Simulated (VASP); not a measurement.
**SiO2: relaxation of the atoms with PBE**

SiO2:

```xyz
12
Lattice="4.9640 0.0000 0.0000 0.0000 4.9640 0.0000 0.0000 0.0000 6.9200" Properties=species:S:1:pos:R:3 pbc="T T T"
Si    1.4892    1.4892    0.0000
Si    0.9928    3.9712    1.7300
Si    3.4748    3.4748    3.4600
Si    3.9712    0.9928    5.1900
O     1.2162    0.4964    1.2110
O     1.9856    3.6982    2.9410
O     3.7478    4.4676    4.6710
O     2.9784    1.2658    6.4010
O     3.6982    1.9856    3.9790
O     4.4676    3.7478    2.2490
O     1.2658    2.9784    0.5190
O     0.4964    1.2162    5.7090
```

```json
{
  "Program": "VASP 6.6.1",
  "Task": "relaxation of the atoms",
  "Functional": "PBE",
  "Potentials or basis": "VASP PAW PBE potentials, release 64 (Si, O)",
  "Cutoff": "520 eV",
  "k mesh": "5 × 5 × 4",
  "Occupations": "fermi-dirac, width 0.02 eV",
  "Spin": "no spin polarisation",
  "Dipole correction": "no",
  "Further INCAR settings": "ALGO = Normal; EDIFF = 1e-07; IBRION = 2; EDIFFG = -0.02; NSW = 80"
}
```

The energy gained by relaxing is 30.3 meV/atom. The ionic steps are 25, the pressure after relaxing is 1.2 GPa and the largest force after relaxing is 0.013 eV/Å. The band gap on the k mesh is 5.62 eV.

Forces in eV/Å, atoms in the order of the input:
```
Si  -0.009 -0.009  0.000
Si   0.009 -0.009  0.000
Si   0.009  0.009  0.000
Si  -0.009  0.009  0.000
O    0.004 -0.006 -0.008
O    0.006  0.004 -0.008
O   -0.004  0.006 -0.008
O   -0.006 -0.004 -0.008
O    0.004  0.006  0.008
O    0.006 -0.004  0.008
O   -0.004 -0.006  0.008
O   -0.006  0.004  0.008
```

Stress tensor (GPa, compression positive):
```
1.33 0.00 0.00
0.00 1.33 0.00
0.00 0.00 0.87
```

The path:
| step | energy change (eV) | largest force (eV/Å) | pressure (GPa) |
| --- | --- | --- | --- |
| 1 | 0.0000 | 0.8088 | 11.45 |
| 2 | -0.1483 | 0.8861 | 8.64 |
| 3 | -0.1539 | 1.0588 | 8.00 |
| 4 | -0.2214 | 0.8164 | 6.79 |
| 5 | -0.2937 | 0.2680 | 3.76 |
| 6 | -0.3007 | 0.2654 | 3.81 |
| 7 | -0.3153 | 0.3637 | 3.96 |
| 8 | -0.3156 | 0.5656 | 4.28 |
| 9 | -0.3203 | 0.4649 | 4.12 |
| 10 | -0.3260 | 0.3729 | 4.10 |
| 11 | -0.3365 | 0.1717 | 4.04 |
| 12 | -0.3267 | 0.4599 | 3.95 |
| 13 | -0.3379 | 0.1988 | 4.02 |
| 14 | -0.3406 | 0.1866 | 3.88 |
| 15 | -0.3478 | 0.1564 | 3.45 |
| 16 | -0.3570 | 0.1350 | 2.60 |
| 17 | -0.3555 | 0.2392 | 0.91 |
| 18 | -0.3597 | 0.1662 | 1.85 |
| 19 | -0.3603 | 0.2212 | 1.28 |
| 20 | -0.3618 | 0.0913 | 1.54 |
| 21 | -0.3629 | 0.0449 | 1.35 |
| 22 | -0.3632 | 0.0264 | 1.17 |
| 23 | -0.3633 | 0.0365 | 1.15 |
| 24 | -0.3633 | 0.0263 | 1.15 |
| 25 | -0.3634 | 0.0126 | 1.18 |

Final structure:
```
Si O
1.0
     4.96400    0.00000    0.00000
     0.00000    4.96400    0.00000
     0.00000    0.00000    6.92000
Si O
4 8
Cartesian
  1.5227 1.5227 0.0000
  0.9593 4.0047 1.7300
  3.4413 3.4413 3.4600
  4.0047 0.9593 5.1900
  1.1727 0.5899 1.2863
  1.8921 3.6547 3.0163
  3.7913 4.3741 4.7463
  3.0719 1.3093 6.4763
  3.6547 1.8921 3.9037
  4.3741 3.7913 2.1737
  1.3093 3.0719 0.4437
  0.5899 1.1727 5.6337
```

Levels at points of the mesh, in eV from the valence-band top:
```
           k point  band 29  band 30  band 31  band 32  band 33  band 34  band 35  band 36
(0.00, 0.00, 0.00)    -0.67    -0.35    -0.35     0.00     5.62     8.74     8.74     9.21
(0.00, 0.00, 0.50)    -0.56    -0.56    -0.36    -0.36     6.90     6.90     9.27     9.27
```

Run time: 54 min on 1 thread of Oxide Virtual Turin-like Processor (shared host), peak memory 0.3 GiB.

A k mesh can miss the band edges.
